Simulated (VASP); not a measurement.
# Mg (Fm-3m) in VASP: single point with PBE

Aim: the single point of Mg with PBE.

Everything below comes from runs of VASP 6.6.1. Logs are shortened: lines on timing, memory, paths and dates and some standing lists are left out, and cuts for length are marked.

**1. The cell of the first run**

The structure is cubic, space group Fm-3m (No. 225). Conventional cell: a = 4.536 Å, b = 4.536 Å, c = 4.536 Å, α = 90.00°, β = 90.00°, γ = 90.00°. Mg (site symmetry m-3m) has 12 Mg at 3.21 Å within 4.2 Å.

**2. Single point, PBE**

File INCAR:

```
SYSTEM = Mg
PREC     = Accurate       ! precision mode
ENCUT    = 520            ! plane-wave cutoff, eV
EDIFF    = 1E-6           ! SCF threshold, eV
ISMEAR   = -1             ! smearing method
SIGMA    = 0.08           ! smearing width, eV
LREAL    = .False.        ! projectors in reciprocal space
LASPH    = .True.         ! aspherical terms in the spheres
NELM     = 100            ! most SCF steps
ALGO     = Normal         ! electronic algorithm
ISIF     = 2              ! what is computed and relaxed
LWAVE    = .False.        ! write WAVECAR
LCHARG   = .False.        ! write CHGCAR
GGA      = PE             ! functional
NBANDS   = 7              ! bands
```

File KPOINTS:

```
Automatic mesh
0
Gamma
  15 15 15
  0 0 0
```

File POSCAR:

```
Mg
1.0
    0.0000000000      2.2680606932      2.2680606932
    2.2680606932      0.0000000000      2.2680606932
    2.2680606932      2.2680606932      0.0000000000
Mg
1
Direct
    0.0000000000      0.0000000000      0.0000000000
```

Potentials or basis: VASP PAW PBE potentials, release 64 (Mg).

Command:

```bash
$ cat potpaw_PBE.64/Mg/POTCAR > POTCAR
$ mpirun -np 1 vasp_std > vasp.out
```

OUTCAR:

```text
SYSTEM = Mg
   PREC = Accurate
   ENCUT = 520
   EDIFF = 1E-6
   ISMEAR = -1
   LREAL = .False.
   LASPH = .True.
   NELM = 100
   ISIF = 2
   GGA = PE

 ion  position               nearest neighbor table
   1  0.000  0.000  0.000-

  LATTYP: Found a face centered cubic cell.
 ALAT       =     4.5361213864

  Lattice vectors:

 A1 = (   0.0000000000,   2.2680606932,   2.2680606932)
 A2 = (   2.2680606932,   0.0000000000,   2.2680606932)
 A3 = (   2.2680606932,   2.2680606932,   0.0000000000)

Analysis of symmetry for initial positions (statically):
=====================================================================
 Subroutine PRICEL returns:
 Original cell was already a primitive cell.

 Routine SETGRP: Setting up the symmetry group for a
 face centered cubic supercell.

 Subroutine GETGRP returns: Found 48 space group operations
 (whereof 48 operations were pure point group operations)
 out of a pool of 48 trial point group operations.

The static configuration has the point symmetry O_h .

Analysis of symmetry for dynamics (positions and initial velocities):
=====================================================================
 Subroutine PRICEL returns:
 Original cell was already a primitive cell.

 Routine SETGRP: Setting up the symmetry group for a
 face centered cubic supercell.

 Subroutine GETGRP returns: Found 48 space group operations
 (whereof 48 operations were pure point group operations)
 out of a pool of 48 trial point group operations.

The dynamic configuration has the point symmetry O_h .

 Subroutine INISYM returns: Found 48 space group operations
 (whereof 48 operations are pure point group operations),
 and found     1 'primitive' translations

----------------------------------------------------------------------------------------

                                     Primitive cell

  volume of cell :      23.3343

  direct lattice vectors                    reciprocal lattice vectors
     0.000000000  2.268060693  2.268060693    -0.220452654  0.220452654  0.220452654
     2.268060693  0.000000000  2.268060693     0.220452654 -0.220452654  0.220452654
     2.268060693  2.268060693  0.000000000     0.220452654  0.220452654 -0.220452654

  length of vectors
     3.207522193  3.207522193  3.207522193     0.381835198  0.381835198  0.381835198

  position of ions in fractional coordinates (direct lattice)
     0.000000000  0.000000000  0.000000000

  ion indices of the primitive-cell ions
   primitive index   ion index
                 1           1

----------------------------------------------------------------------------------------

 KPOINTS: Automatic mesh

Automatic generation of k-mesh.
 Grid dimensions read from file:
 generate k-points for:   15   15   15

 Generating k-lattice:

  Cartesian coordinates                     Fractional coordinates (reciprocal lattice)
    -0.014696844  0.014696844  0.014696844     0.066666667  0.000000000  0.000000000
     0.014696844 -0.014696844  0.014696844     0.000000000  0.066666667  0.000000000
     0.014696844  0.014696844 -0.014696844     0.000000000  0.000000000  0.066666667

  Length of vectors
     0.025455680  0.025455680  0.025455680

  Shift w.r.t. Gamma in fractional coordinates (k-lattice)
     0.000000000  0.000000000  0.000000000

 Subroutine IBZKPT returns following result:
 ===========================================

 Found    120 irreducible k-points:

 Following reciprocal coordinates:
            Coordinates               Weight
  0.000000  0.000000  0.000000      1.000000
  0.066667  0.000000  0.000000      8.000000
  0.133333  0.000000  0.000000      8.000000
  0.200000  0.000000  0.000000      8.000000
  0.266667  0.000000  0.000000      8.000000
  0.333333  0.000000  0.000000      8.000000
[... 16 lines left out ...]
  0.133333  0.133333  0.000000      6.000000
  0.200000  0.133333  0.000000     24.000000
 [... further k-points ...]
   k-points           NKPTS =    120   k-points in BZ     NKDIM =    120   number of bands    NBANDS=      7
   number of dos      NEDOS =    301   number of ions     NIONS =      1
   total plane-waves  NPLWV =  13824
   dimension x,y,z NGX =    24 NGY =   24 NGZ =   24
   dimension x,y,z NGXF=    48 NGYF=   48 NGZF=   48
   ions per type =               1
   NGX,Y,Z   is equivalent  to a cutoff of  12.44, 12.44, 12.44 a.u.
   NGXF,Y,Z  is equivalent  to a cutoff of  24.88, 24.88, 24.88 a.u.
 SYSTEM =  Mg
   PREC   = accura    normal or accurate (medium, high low for compatibility)
   ISTART =      0    job   : 0-new  1-cont  2-samecut
   ICHARG =      2    charge: 1-file 2-atom 10-const
   ISPIN  =      1    spin polarized calculation?
   LNONCOLLINEAR =      F non collinear calculations
   LSORBIT =      F    spin-orbit coupling
   LASPH  =      T    aspherical Exc in radial PAW
   ENCUT  =  520.0 eV  38.22 Ry    6.18 a.u.   5.96  5.96  5.96*2*pi/ulx,y,z
   NELM   =    100;   NELMIN=  2; NELMDL= -5     # of ELM steps
   EDIFF  = 0.1E-05   stopping-criterion for ELM
   LREAL  =      F    real-space projection
   EDIFFG = 0.1E-04   stopping-criterion for IOM
   NSW    =      0    number of steps for IOM
   IBRION =     -1    ionic relax: 0-MD 1-quasi-New 2-CG
   NFREE  =      0    steps in history (QN), initial steepest desc. (CG)
   ISIF   =      2    stress and relaxation
   ISYM   =      2    0-nonsym 1-usesym 2-fastsym
   POTIM  = 0.5000    time-step for ionic-motion
   TEBEG  =    0.0;   TEEND  =   0.0 temperature during run
   PSTRESS=    0.0 pullay stress
   NELECT =       2.0000    total number of electrons
   NUPDOWN=      -1.0000    fix difference up-down
   EMIN   =  10.00;   EMAX   =-10.00  energy-range for DOS
   EFERMI =   0.00;   METHOD = LEGACY
   ISMEAR =    -1;   SIGMA  =   0.08  broadening in eV -4-tet -1-fermi 0-gaus
   EFERMI_NEDOS =   21; number of points for ismear=-14 and -15
   IALGO  =     38    algorithm
   IMIX   =      4    mixing-type and parameters
     AMIX     =   0.40;   BMIX     =  1.00
     AMIX_MAG =   1.60;   BMIX_MAG =  1.00
  volume/ion in A,a.u.               =      23.33       157.47
  Fermi-wavevector in a.u.,A,eV,Ry     =   0.721805  1.364015  7.088678  0.521003
  Thomas-Fermi vector in A             =   1.811607
   LORBIT       =      0    0 simple, 1 ext, 2 COOP (PROOUT), +10 PAW based schemes
   GGA     = PE    functional components
   LHFCALC =     F    Hartree Fock is set to
   AEXX    =    0.0000 exact exchange contribution
   IVDW    =     0    specifies the selected vdW correction
   LEPSILON=     F    determine dielectric tensor
   LRPA    =     F    only Hartree local field effects (RPA)
 non-spin polarized calculation
  energy-cutoff  :      520.00
  volume of cell :       23.33
 maximum number of plane-waves:       639
   NGX = 11   NGY = 11   NGZ = 11

 number of electron       2.0000000 magnetization

 Free energy of the ion-electron system (eV)
  ---------------------------------------------------
  ext. energy  EPLUGINS =         0.00000000
  ---------------------------------------------------
  free energy    TOTEN  =        -1.49743639 eV

  energy without entropy =       -1.48725647  energy(sigma->0) =       -1.49234643

 E-fermi :   2.5103     XC(G=0):  -8.4414

 val. band max:        2.4309364135   @ k =  -0.4000   0.2667   0.0667
 cond. band min:       2.5248708266   @ k =  -0.3333   0.4000   0.2000
 fundamental gap:      0.0939344132
 Fermi energy:         2.5103391390

 k-point     1 :       0.0000    0.0000    0.0000
  band No.  band energies     occupation
      1      -4.3135      2.00000
      2      14.7961      0.00000
      3      14.7961      0.00000
      4      14.7961      0.00000
      5      16.6417      0.00000
      6      16.6417      0.00000
      7      16.6417      0.00000

 k-point     2 :       0.0667    0.0000    0.0000
  band No.  band energies     occupation
      1      -4.2157      2.00000
      2      13.2693      0.00000
      3      14.5589      0.00000
      4      14.5589      0.00000
      5      16.6906      0.00000
      6      17.0441      0.00000
      7      17.0441      0.00000

 k-point     3 :       0.1333    0.0000    0.0000
  band No.  band energies     occupation
      1      -3.9230      2.00000
      2      11.0941      0.00000
      3      14.1457      0.00000
      4      14.1457      0.00000
      5      16.4070      0.00000
      6      17.9459      0.00000
      7      17.9459      0.00000

 k-point     4 :       0.2000    0.0000    0.0000
  band No.  band energies     occupation
      1      -3.4371      2.00000
      2       8.9613      0.00000
      3      13.7972      0.00000
      4      13.7972      0.00000
      5      16.1015      0.00000
      6      17.6299      0.00000
      7      17.6299      0.00000

 k-point     5 :       0.2667    0.0000    0.0000
  band No.  band energies     occupation
      1      -2.7609      2.00000
      2       6.9450      0.00000
      3      13.5751      0.00000
      4      13.5751      0.00000
      5      15.8829      0.00000
      6      16.5886      0.00000
      7      16.5886      0.00000
[... 161 lines left out ...]
 k-point    22 :      -0.0667    0.0667    0.0000
  band No.  band energies     occupation
      1      -4.0530      2.00000
      2      12.3021      0.00000
      3      13.1297      0.00000
      4      15.0494      0.00000
      5      16.8329      0.00000
      6      17.0485      0.00000
      7      17.7098      0.00000

 k-point    23 :       0.1333    0.1333    0.0000
  band No.  band energies     occupation
      1      -3.7932      2.00000
      2      12.4138      0.00000
      3      12.6780      0.00000
      4      12.6780      0.00000
      5      15.1582      0.00000
      6      16.3763      0.00000
      7      19.6038      0.00000

 k-point    24 :       0.2000    0.1333    0.0000
  band No.  band energies     occupation
      1      -3.4371      2.00000
      2      10.5616      0.00000
      3      12.1711      0.00000
      4      12.8500      0.00000
      5      14.6164      0.00000
      6      15.6812      0.00000
      7      19.7442      0.00000

 [... further k-points ...]
[... 5 lines left out ...]
  --------------------------------------------------------------------------------------
  -------------------------------------------------------------------------------------
  Total       -0.0625865     -0.0625865     -0.0625865      0.0000000      0.0000000     -0.0000000
  in kB       -4.2973166     -4.2973166     -4.2973166      0.0000000      0.0000000     -0.0000000
  external PRESSURE =      -4.2973166 kB  Pullay stress =       0.0000000 kB

 VOLUME and BASIS-vectors are now :
 -----------------------------------------------------------------------------
  energy-cutoff  :      520.00
  volume of cell :       23.33
      direct lattice vectors                 reciprocal lattice vectors
     0.000000000  2.268060693  2.268060693    -0.220452654  0.220452654  0.220452654
     2.268060693  0.000000000  2.268060693     0.220452654 -0.220452654  0.220452654
     2.268060693  2.268060693  0.000000000     0.220452654  0.220452654 -0.220452654

 POSITION                                       TOTAL-FORCE (eV/Angst)
 -----------------------------------------------------------------------------------
      0.00000      0.00000      0.00000         0.000000      0.000000      0.000000
 -----------------------------------------------------------------------------------
    total drift:                                0.000000      0.000000     -0.000000

  FREE ENERGIE OF THE ION-ELECTRON SYSTEM (eV)
  ---------------------------------------------------
  free  energy   TOTEN  =        -1.4974363890 eV

  energy  without entropy=       -1.4872564747  energy(sigma->0) =       -1.49234643
```

Wall time 25 s (1 thread of AMD EPYC 7R13, shared host); peak memory 0.12 GiB.

Results:

* Free energy: -1.4974 eV
* Pressure: -0.4 GPa
* Band gap on the k mesh: zero (band 1 reaches 3.67 eV, above the bottom of band 2 at 1.45 eV)
